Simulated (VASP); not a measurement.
K2S: phonons with r2SCAN

The system is K2S.

```
CELL_PARAMETERS angstrom
3.60284 3.60284 0.00000
-3.60284 3.60284 0.00000
0.00000 3.60284 3.60284
ATOMIC_POSITIONS crystal
K 0.25000 0.75000 0.50000
K 0.75000 0.25000 0.50000
S 0.00000 0.00000 0.00000
```

* Program: VASP 6.6.1
* Task: phonons
* Functional: r2SCAN
* Potentials or basis: VASP PAW PBE potentials, release 64 (K_sv, S)
* Cutoff: 550 eV
* k mesh: 6 × 6 × 6
* Occupations: gaussian, width 0.01 eV
* Spin: no spin polarisation
* Dipole correction: no
* Further INCAR settings: ALGO = Normal; EDIFF = 1e-08; IBRION = 6; POTIM = 0.015; NSW = 1

- Highest phonon frequency at Γ, LO-TO splitting left out: 199 cm⁻¹

Phonon frequencies in cm⁻¹ (negative: imaginary):
```tsv
q point	frequencies
(0.000, 0.000, 0.000)	0 0 0 144 144 144 199 199 199
```

Run time: 10 min on 1 thread of Intel(R) Xeon(R) 6975P-C (Granite Rapids), on a shared host, peak memory 0.33 GiB.

Caveat: the cell stands under pressure or tension, which shifts response properties.
